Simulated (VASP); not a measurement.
# CaCo2: single point with PBEsol

The system is CaCo2.

```
Ca Co
1.0
     3.72188    0.00000    0.00000
    -1.86094    3.22324    0.00000
     0.00000    0.00000    4.22707
Ca Co
1 2
Direct
  0.00000 0.00000 0.00000
  0.33333 0.66667 0.50000
  0.66667 0.33333 0.50000
```

This cell differs from its parent crystal: volume scaled by 0.960.

```json
{
 "Program": "VASP 6.6.1",
 "Task": "single point",
 "Functional": "PBEsol",
 "Potentials or basis": "VASP PAW PBE potentials, release 64 (Ca_sv, Co)",
 "Cutoff": "520 eV",
 "k mesh": "10 × 10 × 8",
 "Occupations": "gaussian, width 0.05 eV",
 "Spin": "collinear spin, ferromagnetic start",
 "Starting moments": "[0.0, 1.33, 1.33] μB"
}
```

The pressure is 3.3 GPa and the net moment is 2.13 μB per cell. The site moments are Ca -0.07; Co +1.18 μB and the valence electrons inside the program's atomic spheres are Ca 8.21; Co 8.35.

Stress tensor (GPa, compression positive):
```
3.15 0.00 0.00
0.00 3.15 0.00
0.00 0.00 3.51
```

Levels at points of the mesh, in eV from the Fermi level:
Spin up:
| k point | band 12 | band 13 | band 14 | band 15 | band 16 | band 17 | band 18 | band 19 |
| --- | --- | --- | --- | --- | --- | --- | --- | --- |
| (0.00, 0.00, 0.00) | -2.18 | -1.01 | -1.01 | -0.77 | 2.42 | 2.83 | 3.63 | 3.63 |
| (0.50, 0.00, 0.00) | -1.70 | -1.57 | -0.58 | -0.29 | 0.75 | 2.67 | 3.39 | 4.31 |
| (0.00, 0.00, 0.50) | -2.23 | -1.99 | -0.90 | -0.90 | -0.61 | 4.60 | 4.60 | 4.85 |
| (0.50, 0.00, 0.50) | -1.27 | -0.61 | -0.49 | -0.28 | 0.64 | 1.50 | 1.89 | 2.58 |
Spin down:
```csv
k point,band 10,band 11,band 12,band 13,band 14,band 15,band 16,band 17
"(0.00, 0.00, 0.00)",-1.29,-1.23,-1.23,0.25,0.32,0.32,2.36,2.96
"(0.50, 0.00, 0.00)",-1.44,-1.37,-0.77,-0.67,0.88,0.89,1.82,2.96
"(0.00, 0.00, 0.50)",-1.44,-1.24,-1.24,-1.17,0.47,0.51,0.51,4.59
"(0.50, 0.00, 0.50)",-0.92,-0.81,-0.71,0.02,0.84,0.90,1.59,1.70
```

Wall time 2.2 min on 1 thread of Oxide Virtual Turin-like Processor (shared host), peak memory 0.24 GiB.

Caveat: the PAW data sets were made with another functional, which shifts forces and pressure a little.
